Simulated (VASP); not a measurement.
# SbW (CsCl type) (Pm-3m) in VASP: a series of runs, part 2 of 2

VASP 6.6.1. The steps go on from the part before.

### Step 3. Single point, PBE

This run uses another cell than the first one, of 18.46 Å³/atom.

Contents of INCAR:

```
PREC = Accurate ; ENCUT = 520
EDIFF = 1E-6 ; ISMEAR = -1
SIGMA = 0.08 ; LREAL = False
LASPH = True ; NELM = 100
ALGO = Normal ; ISIF = 2
LWAVE = False ; LCHARG = False
GGA = PE ; NBANDS = 16
```

Contents of KPOINTS:

```
Automatic mesh
0
Gamma
  12 12 12
```

Contents of POSCAR:

```
SbW
1.0
    3.3295497324      0.0000000000      0.0000000000
    0.0000000000      3.3295497324      0.0000000000
    0.0000000000      0.0000000000      3.3295497324
W Sb
1 1
Direct
    0.0000000000      0.0000000000      0.0000000000
    0.5000000000      0.5000000000      0.5000000000
```

Potentials or basis: VASP PAW PBE potentials, release 64 (W_sv, Sb).

Started as:

```bash
> cat potpaw_PBE.64/W_sv/POTCAR potpaw_PBE.64/Sb/POTCAR > POTCAR
> mpirun -np 1 vasp_std > vasp.out
```

OUTCAR:

```text
PREC = Accurate
   ENCUT = 520
   EDIFF = 1E-6
   ISMEAR = -1
   LREAL = False
   LASPH = True
   NELM = 100
   ISIF = 2
   GGA = PE

 ion  position               nearest neighbor table
   1  0.000  0.000  0.000-   2 2.88   2 2.88   2 2.88   2 2.88   2 2.88   2 2.88   2 2.88   2 2.88

   2  0.500  0.500  0.500-   1 2.88   1 2.88   1 2.88   1 2.88   1 2.88   1 2.88   1 2.88   1 2.88

  LATTYP: Found a simple cubic cell.
 ALAT       =     3.3295497324

  Lattice vectors:

 A1 = (   3.3295497324,   0.0000000000,   0.0000000000)
 A2 = (   0.0000000000,   3.3295497324,   0.0000000000)
 A3 = (   0.0000000000,   0.0000000000,   3.3295497324)

Analysis of symmetry for initial positions (statically):
=====================================================================
 Subroutine PRICEL returns:
 Original cell was already a primitive cell.

 Routine SETGRP: Setting up the symmetry group for a
 simple cubic supercell.

 Subroutine GETGRP returns: Found 48 space group operations
 (whereof 48 operations were pure point group operations)
 out of a pool of 48 trial point group operations.

The static configuration has the point symmetry O_h .

Analysis of symmetry for dynamics (positions and initial velocities):
=====================================================================
 Subroutine PRICEL returns:
 Original cell was already a primitive cell.

 Routine SETGRP: Setting up the symmetry group for a
 simple cubic supercell.

 Subroutine GETGRP returns: Found 48 space group operations
 (whereof 48 operations were pure point group operations)
 out of a pool of 48 trial point group operations.

The dynamic configuration has the point symmetry O_h .

 Subroutine INISYM returns: Found 48 space group operations
 (whereof 48 operations are pure point group operations),
 and found     1 'primitive' translations

[... 112 lines left out ...]
   IMIX   =      4    mixing-type and parameters
     AMIX     =   0.40;   BMIX     =  1.00
     AMIX_MAG =   1.60;   BMIX_MAG =  1.00
  volume/ion in A,a.u.               =      18.46       124.54
  Fermi-wavevector in a.u.,A,eV,Ry     =   1.312020  2.479359 23.421029  1.721397
  Thomas-Fermi vector in A             =   2.442441
   LORBIT       =      0    0 simple, 1 ext, 2 COOP (PROOUT), +10 PAW based schemes
   GGA     = PE    functional components
   LHFCALC =     F    Hartree Fock is set to
   AEXX    =    0.0000 exact exchange contribution
   IVDW    =     0    specifies the selected vdW correction
   LEPSILON=     F    determine dielectric tensor
   LRPA    =     F    only Hartree local field effects (RPA)
 non-spin polarized calculation
  energy-cutoff  :      520.00
  volume of cell :       36.91
 maximum number of plane-waves:      1021
 NGX is ok and might be reduce to    28
   NGX = 13   NGY = 13   NGZ = 13

 number of electron      18.9999999 magnetization

 Free energy of the ion-electron system (eV)
  ---------------------------------------------------
  ext. energy  EPLUGINS =         0.00000000
  ---------------------------------------------------
  free energy    TOTEN  =       -15.77049061 eV

  energy without entropy =      -15.73412514  energy(sigma->0) =      -15.75230788

 E-fermi :  11.5578     XC(G=0): -12.3688

 val. band max:       11.5540877636   @ k =   0.5000   0.4167   0.1667
 cond. band min:      11.5626517178   @ k =   0.1667   0.0000   0.0000
 fundamental gap:      0.0085639542
 Fermi energy:        11.5577709751

 k-point     1 :       0.0000    0.0000    0.0000
  band No.  band energies     occupation
      1     -62.4399      2.00000
      2     -26.6054      2.00000
      3     -26.6054      2.00000
      4     -26.6054      2.00000
      5      -1.8125      2.00000
      6       8.5982      2.00000
[... 433 lines left out ...]
      3     -26.6940      2.00000
      4     -26.5843      2.00000
      5       1.2996      2.00000
      6       5.6184      2.00000
[... 8 lines left out ...]
     15      19.9505      0.00000
     16      22.1162      0.00000

 [... further k-points ...]

------------------------ aborting loop because EDIFF is reached ----------------------------------------

  FORCE on cell =-STRESS in cart. coord.  units (eV):
  Direction    XX          YY          ZZ          XY          YZ          ZX
  --------------------------------------------------------------------------------------
  -------------------------------------------------------------------------------------
  Total        0.0054513      0.0054513      0.0054513     -0.0000000      0.0000000     -0.0000000
  in kB        0.2366203      0.2366203      0.2366203     -0.0000000      0.0000000     -0.0000000
  external PRESSURE =       0.2366203 kB  Pullay stress =       0.0000000 kB

 VOLUME and BASIS-vectors are now :
 -----------------------------------------------------------------------------
  energy-cutoff  :      520.00
  volume of cell :       36.91
      direct lattice vectors                 reciprocal lattice vectors
     3.329549732  0.000000000  0.000000000     0.300340911  0.000000000  0.000000000
     0.000000000  3.329549732  0.000000000     0.000000000  0.300340911  0.000000000
     0.000000000  0.000000000  3.329549732     0.000000000  0.000000000  0.300340911

 POSITION                                       TOTAL-FORCE (eV/Angst)
 -----------------------------------------------------------------------------------
      0.00000      0.00000      0.00000         0.000000      0.000000      0.000000
      1.66477      1.66477      1.66477         0.000000      0.000000      0.000000
 -----------------------------------------------------------------------------------
    total drift:                               -0.000000     -0.000000     -0.000000

  FREE ENERGIE OF THE ION-ELECTRON SYSTEM (eV)
  ---------------------------------------------------
  free  energy   TOTEN  =       -15.7704906086 eV

  energy  without entropy=      -15.7341251417  energy(sigma->0) =      -15.75230788
```

OSZICAR:

```text
N       E                     dE             d eps       ncg     rms          rms(c)
DAV:   1     0.124559416405E+03    0.12456E+03   -0.88695E+03  2688   0.115E+03
DAV:   2    -0.131342117878E+02   -0.13769E+03   -0.13480E+03  3576   0.318E+02
DAV:   3    -0.163496807194E+02   -0.32155E+01   -0.32034E+01  2944   0.483E+01
DAV:   4    -0.163867684859E+02   -0.37088E-01   -0.37085E-01  3504   0.590E+00
DAV:   5    -0.163878671777E+02   -0.10987E-02   -0.10987E-02  3216   0.905E-01    0.159E+01
DAV:   6    -0.158303314447E+02    0.55754E+00   -0.19565E+00  2832   0.108E+01    0.514E+00
DAV:   7    -0.157851172067E+02    0.45214E-01   -0.68211E-02  2784   0.168E+00    0.267E+00
DAV:   8    -0.157707082554E+02    0.14409E-01   -0.24346E-02  3152   0.106E+00    0.178E-01
DAV:   9    -0.157705274193E+02    0.18084E-03   -0.38365E-04  2888   0.156E-01    0.833E-02
DAV:  10    -0.157704929137E+02    0.34506E-04   -0.85899E-05  3072   0.104E-01    0.162E-02
DAV:  11    -0.157704912060E+02    0.17077E-05   -0.49469E-06  3096   0.234E-02    0.335E-03
DAV:  12    -0.157704906086E+02    0.59746E-06   -0.65429E-07  1800   0.504E-03
   1 F= -.15770491E+02 E0= -.15752308E+02  d E =-.363655E-01
```

stdout:

```text
POSCAR found type information on POSCAR W Sb
 POSCAR found :  2 types and       2 ions
 scaLAPACK will be used
 LDA part: xc-table for (Slater+PW92), standard interpolation
 POSCAR, INCAR and KPOINTS ok, starting setup
 FFT: planning ... GRIDC
 FFT: planning ... GRID_SOFT
 FFT: planning ... GRID
 WAVECAR not read
 entering main loop
```

Run time: 16 s. Hardware: 1 thread of Intel Xeon 6975P-C (Granite Rapids), shared host; peak memory 0.19 GiB.

Results:

| Item | Value |
| --- | --- |
| Free energy | -15.7705 eV |
| Pressure | 0.0 GPa |
| Band gap on the k mesh | zero (an odd number of electrons rules out a gap without spin polarisation) |

Levels at points of the mesh, in eV from the Fermi level:
```
           k point  band 6  band 7  band 8  band 9  band 10  band 11  band 12  band 13
(0.00, 0.00, 0.00)   -2.96   -2.96    0.72    0.72     0.72     0.99     0.99     0.99
(0.50, 0.00, 0.00)   -8.06   -2.36   -2.25   -2.25     1.07     2.38     5.78     7.21
(0.50, 0.50, 0.00)   -4.70   -4.70   -3.35   -0.46    -0.46     2.55     2.57     3.44
(0.50, 0.50, 0.50)   -5.93   -5.93   -5.93    2.26     2.26     2.26     2.68     2.68
```

Caveat: spin-orbit coupling is left out, which moves the levels of the heavy elements.

### Step 4. Relaxation of cell and atoms, PBE

This run uses another cell than the first one, of 17.22 Å³/atom.

Contents of INCAR:

```
ALGO = Normal
EDIFF = 1E-6
EDIFFG = -0.005
ENCUT = 600
GGA = PE
IBRION = 2
ISIF = 3
ISMEAR = -1
LASPH = True
LCHARG = False
LREAL = False
LWAVE = False
NELM = 80
NSW = 60
PREC = Accurate
SIGMA = 0.08
```

Contents of KPOINTS:

```
k-points
0
Gamma
  12 12 12
```

Contents of POSCAR:

```
SbW
1.0
    3.2533664788      0.0000000000      0.0000000000
    0.0000000000      3.2533664788      0.0000000000
    0.0000000000      0.0000000000      3.2533664788
W Sb
1 1
Direct
    0.0000000000      0.0000000000      0.0000000000
    0.5000000000      0.5000000000      0.5000000000
```

Started as:

```bash
> cat potpaw_PBE.64/W_sv/POTCAR potpaw_PBE.64/Sb/POTCAR > POTCAR
> mpirun -np 1 vasp_std > vasp.out
```

It took 92 s on 1 thread of Intel Xeon 6975P-C (Granite Rapids), shared host; peak memory 0.21 GiB.

It converged, with:

```
Free energy                           : -15.7703 eV
Relaxed volume                        : 18.46 Å³/atom
Relaxed cell                          : a = 3.330 Å, b = 3.330 Å, c = 3.330 Å, α = 90.00°, β = 90.00°, γ = 90.00°
Space group after relaxing (to 0.1 Å) : Pm-3m (No. 221)
Energy gained by relaxing             : 52.9 meV/atom
Ionic steps                           : 17
Pressure after relaxing               : 0.0 GPa
Band gap on the k mesh                : zero (an odd number of electrons rules out a gap without spin polarisation)
```

Step by step:
| step | energy change (eV) | largest force (eV/Å) | pressure (GPa) | volume (Å³) |
| --- | --- | --- | --- | --- |
| 1 | 0.0000 | 0.0000 | 14.61 | 34.43 |
| 2 | 0.2930 | 0.0000 | -18.56 | 42.87 |
| 3 | -0.1056 | 0.0000 | -0.62 | 37.05 |
| 4 | -0.1059 | 0.0000 | -0.07 | 36.93 |
| 5 | -0.1058 | 0.0000 | 0.17 | 36.88 |
| 6 | -0.1058 | 0.0000 | 0.19 | 36.88 |
| 7 | -0.1058 | 0.0000 | 0.18 | 36.89 |
| 8 | -0.1058 | 0.0000 | 0.16 | 36.89 |
| 9 | -0.1058 | 0.0000 | 0.16 | 36.89 |
| 10 | -0.1058 | 0.0000 | 0.16 | 36.89 |
| 11 | -0.1058 | 0.0000 | 0.16 | 36.89 |
| 12 | -0.1058 | 0.0000 | 0.16 | 36.89 |
| 13 | -0.1058 | 0.0000 | 0.16 | 36.89 |
| 14 | -0.1058 | 0.0000 | 0.16 | 36.89 |
| 15 | -0.1058 | 0.0000 | 0.14 | 36.90 |
| 16 | -0.1059 | 0.0000 | 0.12 | 36.90 |
| 17 | -0.1059 | 0.0000 | 0.00 | 36.92 |

Final structure:
```
W Sb
1.0
     3.32985    0.00000    0.00000
     0.00000    3.32985    0.00000
     0.00000    0.00000    3.32985
W Sb
1 1
Direct
  0.00000 0.00000 0.00000
  0.50000 0.50000 0.50000
```

Levels at points of the mesh, in eV from the Fermi level:
```csv
k point,band 5,band 6,band 7,band 8,band 9,band 10,band 11,band 12,band 13
"(0.00, 0.00, 0.00)",-13.37,-2.96,-2.96,0.71,0.71,0.71,0.99,0.99,0.99
"(0.50, 0.00, 0.00)",-10.60,-8.06,-2.36,-2.25,-2.25,1.07,2.38,5.78,7.21
"(0.50, 0.50, 0.00)",-9.87,-4.70,-4.70,-3.35,-0.46,-0.46,2.55,2.57,3.44
"(0.50, 0.50, 0.50)",-6.77,-5.93,-5.93,-5.93,2.26,2.26,2.26,2.68,2.68
```

Caveat: spin-orbit coupling is left out, which moves the levels of the heavy elements.

### Step 5. The runs side by side

```tsv
task	cell	cutoff (eV)	gap on the mesh (eV)	pressure (GPa)
single point	a = 3.238 Å, 2 atoms	520	none	18.1
single point	a = 3.330 Å, 2 atoms	520	none	0.0
relaxation of cell and atoms	relaxed from a = 3.253 Å, 2 atoms	600	none	0.0
```

Alike in all rows: level PBE; potentials or basis VASP PAW PBE potentials, release 64 (W_sv, Sb); no spin polarisation; k mesh 12 × 12 × 12; smearing fermi-dirac 0.08 eV.

Caveats: spin-orbit coupling is left out, which moves the levels of the heavy elements; the cell stands under pressure (at least some runs).

Absolute energies hang on the potentials; compare differences alone.

The gap in the log of VASP goes by the Fermi energy; the results here count the filled bands.